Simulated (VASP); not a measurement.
# Au (P6_3/mmc) in VASP: a series of runs

Runs on Au. Level: PBE+D3(BJ). Tasks: single point, relaxation of cell and atoms.

Everything below comes from runs of VASP 6.6.1. Logs are shortened: lines on timing, memory, paths and dates and some standing lists are left out, and cuts for length are marked.

## 1. The cell of the first run

Symmetry: P6_3/mmc, No. 194, hexagonal system. Conventional cell: a = 2.882 Å, b = 2.882 Å, c = 4.805 Å, α = 90.00°, β = 90.00°, γ = 120.00°. Au (site symmetry -6m2) has 12 Au at 2.88 to 2.92 Å within 3.8 Å.

This isn't the form of Au at room conditions, which is fcc.

## 2. Single point, PBE+D3(BJ)

File INCAR:

```
SYSTEM = Au
  ALGO = Fast
  EDIFF = 1E-6
  ENCUT = 520
  GGA = PE
  ISIF = 2
  ISMEAR = 0
  IVDW = 12
  LASPH = .TRUE.
  LCHARG = .FALSE.
  LREAL = .FALSE.
  LWAVE = .FALSE.
  NBANDS = 18
  NELM = 100
  PREC = Accurate
  SIGMA = 0.1
```

File KPOINTS:

```
k-points
0
G
  18 18 10
  0 0 0
```

File POSCAR:

```
Au
1.0
    2.8824997798      0.0000000000      0.0000000000
   -1.4412498899      2.4963180357      0.0000000000
    0.0000000000      0.0000000000      4.8046566150
Au
2
Direct
    0.3333333333      0.6666666667      0.7500000000
    0.6666666667      0.3333333333      0.2500000000
```

Potentials or basis: VASP PAW PBE potentials, release 64 (Au).

Command:

```bash
$ cat potpaw_PBE.64/Au/POTCAR > POTCAR
$ mpirun -np 1 vasp_std > vasp.out
```

OUTCAR:

```text
SYSTEM = Au
   EDIFF = 1E-6
   ENCUT = 520
   GGA = PE
   ISIF = 2
   ISMEAR = 0
   IVDW = 12
   LASPH = .TRUE.
   LREAL = .FALSE.
   NELM = 100
   PREC = Accurate
 IVDW          = 12

 ion  position               nearest neighbor table
   1  0.333  0.667  0.750-   2 2.92   2 2.92   2 2.92   2 2.92   2 2.92   2 2.92
   2  0.667  0.333  0.250-   1 2.92   1 2.92   1 2.92   1 2.92   1 2.92   1 2.92

  LATTYP: Found a hexagonal cell.
 ALAT       =     2.8824997798
 C/A-ratio  =     1.6668367674

  Lattice vectors:

 A1 = (   2.8824997798,   0.0000000000,   0.0000000000)
 A2 = (  -1.4412498899,   2.4963180357,   0.0000000000)
 A3 = (   0.0000000000,   0.0000000000,   4.8046566150)

Analysis of symmetry for initial positions (statically):
=====================================================================
 Subroutine PRICEL returns:
 Original cell was already a primitive cell.

 Routine SETGRP: Setting up the symmetry group for a
 hexagonal supercell.

 Subroutine GETGRP returns: Found 24 space group operations
 (whereof 12 operations were pure point group operations)
 out of a pool of 24 trial point group operations.

The static configuration has the point symmetry D_3d.
 The point group associated with its full space group is D_6h.

Analysis of symmetry for dynamics (positions and initial velocities):
=====================================================================
 Subroutine PRICEL returns:
 Original cell was already a primitive cell.

 Routine SETGRP: Setting up the symmetry group for a
 hexagonal supercell.

 Subroutine GETGRP returns: Found 24 space group operations
 (whereof 12 operations were pure point group operations)
 out of a pool of 24 trial point group operations.

The dynamic configuration has the point symmetry D_3d.
 The point group associated with its full space group is D_6h.

 Subroutine INISYM returns: Found 24 space group operations
 (whereof 12 operations are pure point group operations),
 and found     1 'primitive' translations

----------------------------------------------------------------------------------------

                                     Primitive cell

  volume of cell :      34.5726

  direct lattice vectors                    reciprocal lattice vectors
     2.882499780  0.000000000  0.000000000     0.346921102  0.200294992  0.000000000
    -1.441249890  2.496318036  0.000000000     0.000000000  0.400589983  0.000000000
     0.000000000  0.000000000  4.804656615     0.000000000  0.000000000  0.208131419

  length of vectors
     2.882499780  2.882499780  4.804656615     0.400589983  0.400589983  0.208131419

  position of ions in fractional coordinates (direct lattice)
     0.333333333  0.666666667  0.750000000
     0.666666667  0.333333333  0.250000000

  ion indices of the primitive-cell ions
   primitive index   ion index
                 1           1
                 2           2

----------------------------------------------------------------------------------------

 KPOINTS: k-points

Automatic generation of k-mesh.
 Grid dimensions read from file:
 generate k-points for:   18   18   10

 Generating k-lattice:

  Cartesian coordinates                     Fractional coordinates (reciprocal lattice)
     0.019273395  0.011127500  0.000000000     0.055555556  0.000000000  0.000000000
     0.000000000  0.022254999  0.000000000     0.000000000  0.055555556  0.000000000
     0.000000000  0.000000000  0.020813142     0.000000000  0.000000000  0.100000000

  Length of vectors
     0.022254999  0.022254999  0.020813142

  Shift w.r.t. Gamma in fractional coordinates (k-lattice)
     0.000000000  0.000000000  0.000000000

 Subroutine IBZKPT returns following result:
 ===========================================

 Found    222 irreducible k-points:

 Following reciprocal coordinates:
            Coordinates               Weight
  0.000000  0.000000  0.000000      1.000000
  0.055556  0.000000  0.000000      6.000000
  0.111111  0.000000  0.000000      6.000000
  0.166667 -0.000000  0.000000      6.000000
  0.222222  0.000000  0.000000      6.000000
  0.277778  0.000000  0.000000      6.000000
[... 16 lines left out ...]
  0.333333  0.111111  0.000000     12.000000
  0.388889  0.111111  0.000000     12.000000
 [... further k-points ...]
   k-points           NKPTS =    222   k-points in BZ     NKDIM =    222   number of bands    NBANDS=     18
   number of dos      NEDOS =    301   number of ions     NIONS =      2
   total plane-waves  NPLWV =  20736
   dimension x,y,z NGX =    24 NGY =   24 NGZ =   36
   dimension x,y,z NGXF=    48 NGYF=   48 NGZF=   72
   ions per type =               2
   NGX,Y,Z   is equivalent  to a cutoff of  13.84, 13.84, 12.46 a.u.
   NGXF,Y,Z  is equivalent  to a cutoff of  27.68, 27.68, 24.91 a.u.
 SYSTEM =  Au
   PREC   = accura    normal or accurate (medium, high low for compatibility)
   ISTART =      0    job   : 0-new  1-cont  2-samecut
   ICHARG =      2    charge: 1-file 2-atom 10-const
   ISPIN  =      1    spin polarized calculation?
   LNONCOLLINEAR =      F non collinear calculations
   LSORBIT =      F    spin-orbit coupling
   LASPH  =      T    aspherical Exc in radial PAW
   ENCUT  =  520.0 eV  38.22 Ry    6.18 a.u.   5.36  5.36  8.93*2*pi/ulx,y,z
   NELM   =    100;   NELMIN=  2; NELMDL= -5     # of ELM steps
   EDIFF  = 0.1E-05   stopping-criterion for ELM
   LREAL  =      F    real-space projection
   EDIFFG = 0.1E-04   stopping-criterion for IOM
   NSW    =      0    number of steps for IOM
   IBRION =     -1    ionic relax: 0-MD 1-quasi-New 2-CG
   NFREE  =      0    steps in history (QN), initial steepest desc. (CG)
   ISIF   =      2    stress and relaxation
   ISYM   =      2    0-nonsym 1-usesym 2-fastsym
   POTIM  = 0.5000    time-step for ionic-motion
   TEBEG  =    0.0;   TEEND  =   0.0 temperature during run
   PSTRESS=    0.0 pullay stress
   NELECT =      22.0000    total number of electrons
   NUPDOWN=      -1.0000    fix difference up-down
   EMIN   =  10.00;   EMAX   =-10.00  energy-range for DOS
   EFERMI =   0.00;   METHOD = LEGACY
   ISMEAR =     0;   SIGMA  =   0.10  broadening in eV -4-tet -1-fermi 0-gaus
   EFERMI_NEDOS =   21; number of points for ismear=-14 and -15
   IALGO  =     68    algorithm
   IMIX   =      4    mixing-type and parameters
     AMIX     =   0.40;   BMIX     =  1.00
     AMIX_MAG =   1.60;   BMIX_MAG =  1.00
  volume/ion in A,a.u.               =      17.29       116.65
  Fermi-wavevector in a.u.,A,eV,Ry     =   1.408116  2.660954 26.977518  1.982792
  Thomas-Fermi vector in A             =   2.530307
   LORBIT       =      0    0 simple, 1 ext, 2 COOP (PROOUT), +10 PAW based schemes
   GGA     = PE    functional components
   LHFCALC =     F    Hartree Fock is set to
   AEXX    =    0.0000 exact exchange contribution
   IVDW    =    12    specifies the selected vdW correction
   LEPSILON=     F    determine dielectric tensor
   LRPA    =     F    only Hartree local field effects (RPA)
 non-spin polarized calculation
 RMM-DIIS sequential band-by-band and
 Gauss-broadening in eV      SIGMA  =   0.10
  energy-cutoff  :      520.00
  volume of cell :       34.57
 maximum number of plane-waves:       953
 NGX is ok and might be reduce to    24
   NGX = 11   NGY = 11   NGZ = 17

 number of electron      22.0000006 magnetization

 Free energy of the ion-electron system (eV)
  ---------------------------------------------------
  ext. energy  EPLUGINS =         0.00000000
  ---------------------------------------------------
  free energy    TOTEN  =        -6.39967719 eV

  energy without entropy =       -6.39504219  energy(sigma->0) =       -6.39735969

 E-fermi :   9.1954     XC(G=0): -12.6311

 val. band max:        9.1617306411   @ k =   0.2778   0.2222   0.2000
 cond. band min:       9.2016423732   @ k =   0.3889  -0.0000   0.4000
 fundamental gap:      0.0399117321
 Fermi energy:         9.1954438078

 k-point     1 :       0.0000    0.0000    0.0000
  band No.  band energies     occupation
      1      -0.4684      2.00000
      2       1.9890      2.00000
      3       4.4878      2.00000
      4       4.7256      2.00000
      5       4.7256      2.00000
      6       5.0391      2.00000
[... 10 lines left out ...]
     17      27.4969      0.00000
     18      27.4969      0.00000

 k-point     2 :       0.0556    0.0000    0.0000
  band No.  band energies     occupation
      1      -0.3719      2.00000
      2       2.0684      2.00000
      3       4.4427      2.00000
      4       4.7637      2.00000
      5       4.7896      2.00000
      6       5.0047      2.00000
[... 10 lines left out ...]
     17      26.9453      0.00000
     18      27.0538      0.00000

 k-point     3 :       0.1111    0.0000    0.0000
  band No.  band energies     occupation
      1      -0.0884      2.00000
      2       2.2916      2.00000
      3       4.3228      2.00000
      4       4.8334      2.00000
      5       4.9612      2.00000
      6       4.9776      2.00000
[... 10 lines left out ...]
     17      25.8159      0.00000
     18      27.1401      0.00000

 k-point     4 :       0.1667   -0.0000    0.0000
  band No.  band energies     occupation
      1       0.3613      2.00000
      2       2.6010      2.00000
      3       4.1883      2.00000
      4       4.7303      2.00000
      5       4.8832      2.00000
      6       5.1526      2.00000
[... 375 lines left out ...]
      4       4.3004      2.00000
      5       4.6841      2.00000
      6       4.8306      2.00000
[... 10 lines left out ...]
     17      23.1157      0.00000
     18      24.8366      0.00000

 k-point    23 :       0.3333    0.1111    0.0000
  band No.  band energies     occupation
      1       2.6219      2.00000
      2       2.8849      2.00000
      3       3.2529      2.00000
      4       4.6327      2.00000
      5       4.6772      2.00000
      6       5.0649      2.00000
[... 10 lines left out ...]
     17      22.1790      0.00000
     18      24.2115      0.00000

 k-point    24 :       0.3889    0.1111    0.0000
  band No.  band energies     occupation
      1       2.7331      2.00000
      2       2.7883      2.00000
      3       3.1013      2.00000
      4       4.6230      2.00000
      5       4.9430      2.00000
      6       5.0395      2.00000
[... 10 lines left out ...]
     17      21.3570      0.00000
     18      23.8410      0.00000

 [... further k-points ...]

------------------------ aborting loop because EDIFF is reached ----------------------------------------

 Edisp (eV)   -1.31129

 E8    (eV) :    -0.5892

  FORCE on cell =-STRESS in cart. coord.  units (eV):
  Direction    XX          YY          ZZ          XY          YZ          ZX
  --------------------------------------------------------------------------------------
  -------------------------------------------------------------------------------------
  Total      -0.03998    -0.03998    -0.04238     0.00000     0.00000     0.00000
  in kB      -1.85259    -1.85259    -1.96378     0.00000     0.00000     0.00000
  external pressure =       -1.89 kB  Pullay stress =        0.00 kB

 VOLUME and BASIS-vectors are now :
 -----------------------------------------------------------------------------
  energy-cutoff  :      520.00
  volume of cell :       34.57
      direct lattice vectors                 reciprocal lattice vectors
     2.882499780  0.000000000  0.000000000     0.346921102  0.200294992  0.000000000
    -1.441249890  2.496318036  0.000000000     0.000000000  0.400589983  0.000000000
     0.000000000  0.000000000  4.804656615     0.000000000  0.000000000  0.208131419

 POSITION                                       TOTAL-FORCE (eV/Angst)
 -----------------------------------------------------------------------------------
     -0.00000      1.66421      3.60349         0.000000     -0.000000      0.000000
      1.44125      0.83211      1.20116        -0.000000      0.000000      0.000000
 -----------------------------------------------------------------------------------
    total drift:                               -0.000000      0.000000     -0.000000

  FREE ENERGIE OF THE ION-ELECTRON SYSTEM (eV)
  ---------------------------------------------------
  free  energy   TOTEN  =        -7.7109638418 eV

  energy  without entropy=       -7.7063288376  energy(sigma->0) =       -7.70864634
```

Run time: 48 s. Hardware: 1 thread of Intel Xeon Platinum 8559C (Emerald Rapids), shared host; peak memory 0.25 GiB.

Results:

- Free energy: -7.7110 eV
- Pressure: -0.2 GPa
- Band gap on the k mesh: zero (bands 11 and 12 overlap by 6.87 eV)
- Dispersion energy per atom: -0.656 eV

Caveat: spin-orbit coupling is left out, which moves the levels of the heavy elements.

## 3. Relaxation of cell and atoms, PBE+D3(BJ)

This run uses another cell than the first one, of 17.77 Å³/atom.

File INCAR:

```
  ALGO = Fast
  EDIFF = 1E-6
  EDIFFG = -0.005
  ENCUT = 600
  GGA = PE
  IBRION = 2
  ISIF = 3
  ISMEAR = 0
  IVDW = 12
  LASPH = True
  LCHARG = False
  LREAL = False
  LWAVE = False
  NELM = 100
  NSW = 100
  PREC = Accurate
  SIGMA = 0.1
```

File KPOINTS:

```
k-points
0
Gamma
  18 18 10
```

File POSCAR:

```
Au
1.0
    2.8999984104      0.0000000000      0.0000000000
   -1.4499992052      2.5114722944      0.0000000000
    0.0000000000      0.0000000000      4.8800000000
Au
2
Direct
    0.3333333333      0.6666666667      0.7500000000
    0.6666666667      0.3333333333      0.2500000000
```

Potentials or basis: VASP PAW PBE potentials, release 64 (Au).

Command:

```bash
$ cat potpaw_PBE.64/Au/POTCAR > POTCAR
$ mpirun -np 1 vasp_std > vasp.out
```

Wall time 5.1 min (1 thread of Intel Xeon Platinum 8559C (Emerald Rapids), shared host); peak memory 0.28 GiB.

It converged, with:

```yaml
Free_energy: -7.7111 eV
Relaxed_volume: 17.27 Å³/atom
Relaxed_cell: a = 2.882 Å, b = 2.882 Å, c = 4.801 Å, α = 90.00°, β = 90.00°, γ = 120.00°
Space_group_after_relaxing_to_0.1_Å: P6_3/mmc (No. 194)
Energy_gained_by_relaxing: 6.8 meV/atom
Ionic_steps: 11
Pressure_after_relaxing: 0.0 GPa
Band_gap_on_the_k_mesh: zero (bands 11 and 12 overlap by 6.87 eV)
Dispersion_energy_per_atom: -0.656 eV
```

The path:
```csv
step,energy change (eV),largest force (eV/Å),pressure (GPa),volume (Å³)
1,0.0000,0.0000,-4.10,35.54
2,0.0129,0.0000,6.87,33.25
3,-0.0133,0.0000,-0.09,34.55
4,-0.0133,0.0000,0.11,34.53
5,-0.0135,0.0000,0.11,34.52
6,-0.0136,0.0000,0.13,34.51
7,-0.0135,0.0000,0.16,34.50
8,-0.0137,0.0000,0.11,34.51
9,-0.0137,0.0000,0.13,34.51
10,-0.0136,0.0000,-0.29,34.60
11,-0.0137,0.0000,0.01,34.54
```

Final structure:
```
Au
1.0
     2.88207    0.00000    0.00000
    -1.44103    2.49594    0.00000
     0.00000    0.00000    4.80096
Au
2
Direct
  0.33333 0.66667 0.75000
  0.66667 0.33333 0.25000
```

Levels at points of the mesh, in eV from the Fermi level:
```
           k point  band 8  band 9  band 10  band 11  band 12  band 13  band 14  band 15
(0.00, 0.00, 0.00)   -3.53   -3.53    -2.15    -2.15    -0.99     2.76    14.59    15.88
(0.50, 0.00, 0.00)   -1.90   -1.87    -1.68     0.38     1.55     5.82     7.33     7.36
(0.00, 0.00, 0.50)   -4.52   -2.61    -2.61    -2.61    -2.61    10.77    10.77    14.88
(0.50, 0.00, 0.50)   -2.37   -1.75    -1.75     0.51     0.51     3.93     3.93    13.33
```

Caveat: spin-orbit coupling is left out, which moves the levels of the heavy elements.
